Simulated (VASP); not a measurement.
# Fe (Im-3m) in VASP: settings compared

The runs below take Fe through single point, with PBE, HF, RPBE+D3(BJ).

All numbers are computed with VASP 6.6.1; they aren't measurements. Logs are shortened: lines on timing, memory, paths and dates and some standing lists are left out, and cuts for length are marked.

### Step 1. The cell of the first run

The structure is cubic, space group Im-3m (No. 229). Conventional cell: a = 2.886 Å, b = 2.886 Å, c = 2.886 Å, α = 90.00°, β = 90.00°, γ = 90.00°. Within 3.3 Å of Fe (site symmetry m-3m) lie 14 Fe at 2.50 to 2.89 Å.

### Step 2. Single point, PBE, collinear spin, ferromagnetic start

The input, INCAR:

```
SYSTEM = Fe
PREC = Accurate
ENCUT = 520
EDIFF = 1E-7
ISMEAR = 0
SIGMA = 0.023
LREAL = .False.
LASPH = .True.
NELM = 150
ALGO = Normal
ISIF = 2
LWAVE = .False.
LCHARG = .True.
ISPIN = 2
MAGMOM = 3
LORBIT = 11
LMAXMIX = 4
GGA = PE
LELF = .True.
LVHAR = .True.
NBANDS = 14
```

The input, KPOINTS:

```
Automatic mesh
0
Gamma
  13 13 13
  0 0 0
```

The input, POSCAR:

```
Fe
1.0
   -1.4430000000      1.4430000000      1.4430000000
    1.4430000000     -1.4430000000      1.4430000000
    1.4430000000      1.4430000000     -1.4430000000
Fe
1
Direct
    0.0000000000      0.0000000000      0.0000000000
```

Potentials or basis: VASP PAW PBE potentials, release 64 (Fe).

The run is started by

```bash
$ cat potpaw_PBE.64/Fe/POTCAR > POTCAR
$ mpirun -np 1 vasp_std > vasp.out
```

OUTCAR:

```text
SYSTEM = Fe
   PREC = Accurate
   ENCUT = 520
   EDIFF = 1E-7
   ISMEAR = 0
   LREAL = .False.
   LASPH = .True.
   NELM = 150
   ISIF = 2
   ISPIN = 2
   LORBIT = 11
   GGA = PE

 ion  position               nearest neighbor table
   1  0.000  0.000  0.000-

  LATTYP: Found a body centered cubic cell.
 ALAT       =     2.8860000000

  Lattice vectors:

 A1 = (  -1.4430000000,   1.4430000000,   1.4430000000)
 A2 = (   1.4430000000,  -1.4430000000,   1.4430000000)
 A3 = (   1.4430000000,   1.4430000000,  -1.4430000000)

Analysis of symmetry for initial positions (statically):
=====================================================================
 Subroutine PRICEL returns:
 Original cell was already a primitive cell.

 Routine SETGRP: Setting up the symmetry group for a
 body centered cubic supercell.

 Subroutine GETGRP returns: Found 48 space group operations
 (whereof 48 operations were pure point group operations)
 out of a pool of 48 trial point group operations.

The static configuration has the point symmetry O_h .

Analysis of symmetry for dynamics (positions and initial velocities):
=====================================================================
 Subroutine PRICEL returns:
 Original cell was already a primitive cell.

 Routine SETGRP: Setting up the symmetry group for a
 body centered cubic supercell.

 Subroutine GETGRP returns: Found 48 space group operations
 (whereof 48 operations were pure point group operations)
 out of a pool of 48 trial point group operations.

The dynamic configuration has the point symmetry O_h .

Analysis of structural, dynamic, and magnetic symmetry:
=====================================================================
 Subroutine PRICEL returns:
 Original cell was already a primitive cell.

 Routine SETGRP: Setting up the symmetry group for a
 body centered cubic supercell.

 Subroutine GETGRP returns: Found 48 space group operations
 (whereof 48 operations were pure point group operations)
 out of a pool of 48 trial point group operations.

The overall configuration has the point symmetry O_h .

 Subroutine INISYM returns: Found 48 space group operations
 (whereof 48 operations are pure point group operations),
 and found     1 'primitive' translations

----------------------------------------------------------------------------------------

                                     Primitive cell

  volume of cell :      12.0187

  direct lattice vectors                    reciprocal lattice vectors
    -1.443000000  1.443000000  1.443000000     0.000000000  0.346500347  0.346500347
     1.443000000 -1.443000000  1.443000000     0.346500347  0.000000000  0.346500347
     1.443000000  1.443000000 -1.443000000     0.346500347  0.346500347  0.000000000

  length of vectors
     2.499349315  2.499349315  2.499349315     0.490025489  0.490025489  0.490025489

  position of ions in fractional coordinates (direct lattice)
     0.000000000  0.000000000  0.000000000

  ion indices of the primitive-cell ions
   primitive index   ion index
                 1           1

----------------------------------------------------------------------------------------

 KPOINTS: Automatic mesh

Automatic generation of k-mesh.
 Grid dimensions read from file:
 generate k-points for:   13   13   13

 Generating k-lattice:

  Cartesian coordinates                     Fractional coordinates (reciprocal lattice)
     0.000000000  0.026653873  0.026653873     0.076923077  0.000000000  0.000000000
     0.026653873  0.000000000  0.026653873     0.000000000  0.076923077  0.000000000
     0.026653873  0.026653873  0.000000000     0.000000000  0.000000000  0.076923077

  Length of vectors
     0.037694268  0.037694268  0.037694268

  Shift w.r.t. Gamma in fractional coordinates (k-lattice)
     0.000000000  0.000000000  0.000000000

 Subroutine IBZKPT returns following result:
 ===========================================

 Found     84 irreducible k-points:

 Following reciprocal coordinates:
            Coordinates               Weight
  0.000000  0.000000  0.000000      1.000000
  0.076923  0.000000  0.000000     12.000000
  0.153846  0.000000  0.000000     12.000000
  0.230769  0.000000  0.000000     12.000000
  0.307692  0.000000  0.000000     12.000000
  0.384615  0.000000  0.000000     12.000000
[... 16 lines left out ...]
  0.153846  0.076923  0.076923     24.000000
  0.230769  0.076923  0.076923     24.000000
 [... further k-points ...]
   k-points           NKPTS =     84   k-points in BZ     NKDIM =     84   number of bands    NBANDS=     14
   number of dos      NEDOS =    301   number of ions     NIONS =      1
   total plane-waves  NPLWV =   8000
   dimension x,y,z NGX =    20 NGY =   20 NGZ =   20
   dimension x,y,z NGXF=    40 NGYF=   40 NGZF=   40
   ions per type =               1
   NGX,Y,Z   is equivalent  to a cutoff of  13.30, 13.30, 13.30 a.u.
   NGXF,Y,Z  is equivalent  to a cutoff of  26.61, 26.61, 26.61 a.u.
 SYSTEM =  Fe
   PREC   = accura    normal or accurate (medium, high low for compatibility)
   ISTART =      0    job   : 0-new  1-cont  2-samecut
   ICHARG =      2    charge: 1-file 2-atom 10-const
   ISPIN  =      2    spin polarized calculation?
   LNONCOLLINEAR =      F non collinear calculations
   LSORBIT =      F    spin-orbit coupling
   LASPH  =      T    aspherical Exc in radial PAW
   ENCUT  =  520.0 eV  38.22 Ry    6.18 a.u.   4.65  4.65  4.65*2*pi/ulx,y,z
   NELM   =    150;   NELMIN=  2; NELMDL= -5     # of ELM steps
   EDIFF  = 0.1E-06   stopping-criterion for ELM
   LREAL  =      F    real-space projection
   EDIFFG = 0.1E-05   stopping-criterion for IOM
   NSW    =      0    number of steps for IOM
   IBRION =     -1    ionic relax: 0-MD 1-quasi-New 2-CG
   NFREE  =      0    steps in history (QN), initial steepest desc. (CG)
   ISIF   =      2    stress and relaxation
   ISYM   =      2    0-nonsym 1-usesym 2-fastsym
   POTIM  = 0.5000    time-step for ionic-motion
   TEBEG  =    0.0;   TEEND  =   0.0 temperature during run
   PSTRESS=    0.0 pullay stress
   NELECT =       8.0000    total number of electrons
   NUPDOWN=      -1.0000    fix difference up-down
   EMIN   =  10.00;   EMAX   =-10.00  energy-range for DOS
   EFERMI =   0.00;   METHOD = LEGACY
   ISMEAR =     0;   SIGMA  =   0.02  broadening in eV -4-tet -1-fermi 0-gaus
   EFERMI_NEDOS =   21; number of points for ismear=-14 and -15
   IALGO  =     38    algorithm
   IMIX   =      4    mixing-type and parameters
     AMIX     =   0.40;   BMIX     =  1.00
     AMIX_MAG =   1.60;   BMIX_MAG =  1.00
  volume/ion in A,a.u.               =      12.02        81.11
  Fermi-wavevector in a.u.,A,eV,Ry     =   1.429394  2.701162 27.798962  2.043166
  Thomas-Fermi vector in A             =   2.549352
   LORBIT       =     11    0 simple, 1 ext, 2 COOP (PROOUT), +10 PAW based schemes
   GGA     = PE    functional components
   LHFCALC =     F    Hartree Fock is set to
   AEXX    =    0.0000 exact exchange contribution
   IVDW    =     0    specifies the selected vdW correction
   LEPSILON=     F    determine dielectric tensor
   LRPA    =     F    only Hartree local field effects (RPA)
 spin polarized calculation
 Gauss-broadening in eV      SIGMA  =   0.02
  energy-cutoff  :      520.00
  volume of cell :       12.02
 maximum number of plane-waves:       336
   NGX =  9   NGY =  9   NGZ =  9

 number of electron       7.9999995 magnetization       2.2786877

 Free energy of the ion-electron system (eV)
  ---------------------------------------------------
  ext. energy  EPLUGINS =         0.00000000
  ---------------------------------------------------
  free energy    TOTEN  =        -8.21629398 eV

  energy without entropy =       -8.21588520  energy(sigma->0) =       -8.21608959

 E-fermi :   5.2147     XC(G=0): -12.7999

 val. band max:        5.2131759242   @ k =  -0.4615  -0.4615   0.3077
 cond. band min:       5.2212377813   @ k =  -0.3846   0.3846   0.2308
 fundamental gap:      0.0080618571
 Fermi energy:         5.2146529573

 spin component 1

 k-point     1 :       0.0000    0.0000    0.0000
  band No.  band energies     occupation
      1      -2.8344      1.00000
      2       3.0371      1.00000
      3       3.0371      1.00000
      4       3.0371      1.00000
      5       4.1479      1.00000
      6       4.1479      1.00000
      7      29.7454      0.00000
      8      29.7454      0.00000
      9      29.7454      0.00000
     10      34.4775      0.00000
     11      34.4775      0.00000
     12      36.4558      0.00000
     13      36.4558      0.00000
     14      36.4558      0.00000
[... 375 lines left out ...]
 k-point    24 :       0.2308    0.0769    0.0769
  band No.  band energies     occupation
      1       0.4618      1.00000
      2       2.2836      1.00000
      3       2.6588      1.00000
      4       4.1073      1.00000
      5       4.2427      1.00000
      6       5.2942      0.00000
      7      18.1227      0.00000
      8      22.1782      0.00000
      9      23.7814      0.00000
     10      31.3110      0.00000
     11      34.9995      0.00000
     12      37.2950      0.00000
     13      39.1242      0.00000
     14      42.3688      0.00000

 [... further k-points ...]

 spin component 2

 k-point     1 :       0.0000    0.0000    0.0000
  band No.  band energies     occupation
      1      -2.6944      1.00000
      2       5.0528      1.00000
      3       5.0529      1.00000
      4       5.0529      1.00000
      5       6.9699      0.00000
      6       6.9701      0.00000
      7      29.4427      0.00000
      8      29.4427      0.00000
      9      29.4427      0.00000
     10      34.6178      0.00000
     11      34.6178      0.00000
     12      37.1148      0.00000
     13      37.1148      0.00000
     14      37.1148      0.00000
[... 375 lines left out ...]
 k-point    24 :       0.2308    0.0769    0.0769
  band No.  band energies     occupation
      1       0.8955      1.00000
      2       4.1160      1.00000
      3       4.3249      1.00000
      4       6.7855      0.00000
      5       7.0843      0.00000
      6       7.3597      0.00000
      7      18.8587      0.00000
      8      22.5370      0.00000
      9      24.4786      0.00000
     10      31.3037      0.00000
     11      35.5512      0.00000
     12      37.5181      0.00000
     13      39.4015      0.00000
     14      42.8432      0.00000

 [... further k-points ...]

------------------------ aborting loop because EDIFF is reached ----------------------------------------

  FORCE on cell =-STRESS in cart. coord.  units (eV):
  Direction    XX          YY          ZZ          XY          YZ          ZX
  --------------------------------------------------------------------------------------
  -------------------------------------------------------------------------------------
  Total       -0.6931711     -0.6931711     -0.6931711      0.0000000      0.0000000      0.0000000
  in kB      -92.4042706    -92.4042706    -92.4042706      0.0000000      0.0000000      0.0000000
  external PRESSURE =     -92.4042706 kB  Pullay stress =       0.0000000 kB

 VOLUME and BASIS-vectors are now :
 -----------------------------------------------------------------------------
  energy-cutoff  :      520.00
  volume of cell :       12.02
      direct lattice vectors                 reciprocal lattice vectors
    -1.443000000  1.443000000  1.443000000     0.000000000  0.346500347  0.346500347
     1.443000000 -1.443000000  1.443000000     0.346500347  0.000000000  0.346500347
     1.443000000  1.443000000 -1.443000000     0.346500347  0.346500347  0.000000000

 POSITION                                       TOTAL-FORCE (eV/Angst)
 -----------------------------------------------------------------------------------
      0.00000      0.00000      0.00000        -0.000000      0.000000     -0.000000
 -----------------------------------------------------------------------------------
    total drift:                                0.000000     -0.000000      0.000000

  FREE ENERGIE OF THE ION-ELECTRON SYSTEM (eV)
  ---------------------------------------------------
  free  energy   TOTEN  =        -8.2162939775 eV

  energy  without entropy=       -8.2158851954  energy(sigma->0) =       -8.21608959

 total charge

# of ion       s       p       d       tot
------------------------------------------
    1        0.464   0.494   6.199   7.157

 magnetization (x)

# of ion       s       p       d       tot
------------------------------------------
    1       -0.014  -0.060   2.364   2.290
```

Run time: 57 s. Hardware: 1 thread of Intel Xeon 6975P-C, shared host; peak memory 0.15 GiB.

What came out:

```yaml
Free_energy: -8.2163 eV
Pressure: -9.2 GPa
Net_moment: 2.28 μB per cell
Site_moments: Fe +2.29 μB
Valence_electrons_inside_the_program's_atomic_spheres: Fe 7.16
```

### Step 3. Single point, HF, collinear spin, ferromagnetic start

POSCAR is that of step 2.

The input, INCAR.step1:

```
  PREC = Accurate
  ENCUT = 520
  EDIFF = 1E-5
  ISMEAR = -1
  SIGMA = 0.05
  LREAL = False
  LASPH = True
  NELM = 150
  ALGO = Normal
  ISIF = 2
  LWAVE = True
  LCHARG = False
  ISPIN = 2
  MAGMOM = 3
  LORBIT = 11
  LMAXMIX = 4
  GGA = PE
  NBANDS = 14
```

The input, INCAR.step2:

```
  PREC = Accurate
  ENCUT = 520
  EDIFF = 1E-7
  ISMEAR = -1
  SIGMA = 0.05
  LREAL = False
  LASPH = True
  NELM = 150
  ALGO = Normal
  ISIF = 2
  LWAVE = False
  LCHARG = False
  ISPIN = 2
  MAGMOM = 3
  LORBIT = 11
  LMAXMIX = 4
  GGA = PE
  LHFCALC = True
  AEXX = 1.0
  ALDAC = 0.0
  AGGAC = 0.0
  PRECFOCK = Normal
  ISTART = 1
  NBANDS = 14
```

The input, KPOINTS:

```
Automatic mesh
0
Gamma
  7 7 7
```

Potentials or basis: VASP PAW PBE potentials, release 64 (Fe).

The run is started by

```bash
$ cat potpaw_PBE.64/Fe/POTCAR > POTCAR
$ cp INCAR.step1 INCAR
$ mpirun -np 1 vasp_std > vasp.out
$ cp INCAR.step2 INCAR
$ mpirun -np 1 vasp_std > vasp.out
```

Wall time 19 min (1 thread of Intel Xeon Platinum 8488C (Sapphire Rapids), shared host); peak memory 0.12 GiB.

Results (log left out):

| Property | Result |
| --- | --- |
| Free energy | -27.1163 eV |
| Pressure | 47.2 GPa |
| Net moment | 3.07 μB per cell |
| Site moments | Fe +3.21 μB |
| Valence electrons inside the program's atomic spheres | Fe 7.26 |

Levels at points of the mesh, in eV from the Fermi level:
Spin up:
| k point | band 4 | band 5 | band 6 | band 7 | band 8 | band 9 |
| --- | --- | --- | --- | --- | --- | --- |
| (0.00, 0.00, 0.00) | -15.63 | -15.63 | -15.21 | 29.90 | 29.90 | 29.90 |
Spin down:
```tsv
k point	band 1	band 2	band 3	band 4	band 5	band 6	band 7	band 8
(0.00, 0.00, 0.00)	-18.75	5.75	5.75	5.75	10.70	10.70	27.88	27.88
```

Caveat: the k points lie up to 0.44 Å⁻¹ apart; the PAW data sets were made with another functional, which shifts forces and pressure a little.

### Step 4. Single point, RPBE+D3(BJ), collinear spin, ferromagnetic start

This run uses another cell than the first one, of 10.28 Å³/atom, 0.855 times its volume.

The input, INCAR:

```
ALGO     = Normal         # electronic algorithm
EDIFF    = 1E-6           # SCF threshold, eV
ENCUT    = 520            # plane-wave cutoff, eV
GGA      = RP             # functional
ISIF     = 2              # what is computed and relaxed
ISMEAR   = -1             # smearing method
ISPIN    = 2              # spin polarisation
IVDW     = 12             # dispersion correction
LASPH    = T              # aspherical terms in the spheres
LCHARG   = F              # write CHGCAR
LMAXMIX  = 4              # l up to which the mixer works
LORBIT   = 11             # projections on sites
LREAL    = F              # projectors in reciprocal space
LWAVE    = F              # write WAVECAR
MAGMOM   = 3              # initial moments
NBANDS   = 14             # bands
NELM     = 150            # most SCF steps
PREC     = Accurate       # precision mode
SIGMA    = 0.05           # smearing width, eV
```

The input, KPOINTS:

```
k-points
0
Gamma
  13 13 13
```

The input, POSCAR:

```
Fe
1.0
   -1.3697858898      1.3697858898      1.3697858898
    1.3697858898     -1.3697858898      1.3697858898
    1.3697858898      1.3697858898     -1.3697858898
Fe
1
Direct
    0.0000000000      0.0000000000      0.0000000000
```

The run is started by

```bash
$ cat potpaw_PBE.64/Fe/POTCAR > POTCAR
$ mpirun -np 1 vasp_std > vasp.out
```

It took 24 s on 1 thread of AMD EPYC 7R13 (Zen 3), shared host; peak memory 0.11 GiB.

Results (log left out):

```yaml
Free_energy: -9.7137 eV
Pressure: -0.5 GPa
Band_gap_on_the_k_mesh: zero (filled and empty bands overlap)
Net_moment: 2.02 μB per cell
Site_moments: Fe +2.00 μB
Valence_electrons_inside_the_program's_atomic_spheres: Fe 7.49
Dispersion_energy_per_atom: -2.071 eV
```

Levels at points of the mesh, in eV from the Fermi level:
Spin up:
| k point | band 1 | band 2 | band 3 | band 4 | band 5 | band 6 | band 7 | band 8 | band 9 | band 10 |
| --- | --- | --- | --- | --- | --- | --- | --- | --- | --- | --- |
| (0.00, 0.00, 0.00) | -9.09 | -2.58 | -2.58 | -2.58 | -1.18 | -1.18 | 25.91 | 25.91 | 25.91 | 31.69 |
Spin down:
| k point | band 1 | band 2 | band 3 | band 4 | band 5 | band 6 | band 7 | band 8 |
| --- | --- | --- | --- | --- | --- | --- | --- | --- |
| (0.00, 0.00, 0.00) | -8.95 | -0.81 | -0.81 | -0.81 | 1.53 | 1.53 | 25.63 | 25.63 |

Caveat: the PAW data sets were made with another functional, which shifts forces and pressure a little; pairwise dispersion overbinds metals, which lowers pressure and volume.

### Step 5. The runs side by side

| level | cell | k mesh | smearing | grid for exact exchange (PRECFOCK) | gap on the mesh (eV) | pressure (GPa) | moment (μB) |
| --- | --- | --- | --- | --- | --- | --- | --- |
| PBE | a = 2.499 Å, angles 109.5°, 1 atom | 13 × 13 × 13 | gaussian 0.023 eV | - | none | -9.2 | 2.28 |
| HF | a = 2.499 Å, angles 109.5°, 1 atom | 7 × 7 × 7 | fermi-dirac 0.05 eV | Normal | none | 47.2 | 3.07 |
| RPBE+D3(BJ) | a = 2.373 Å, angles 109.5°, 1 atom | 13 × 13 × 13 | fermi-dirac 0.05 eV | - | none | -0.5 | 2.02 |

Alike in all rows: task single point; potentials or basis VASP PAW PBE potentials, release 64 (Fe); spin collinear, ferromagnetic start; cutoff (eV) 520.

Caveats: some runs use coarse meshes; the PAW data sets were made with another functional, which shifts forces and pressure a little (some runs); pairwise dispersion overbinds metals, which lowers pressure and volume (some runs).

Total energies depend on the potentials used, so only differences within one code and one set of settings carry meaning.
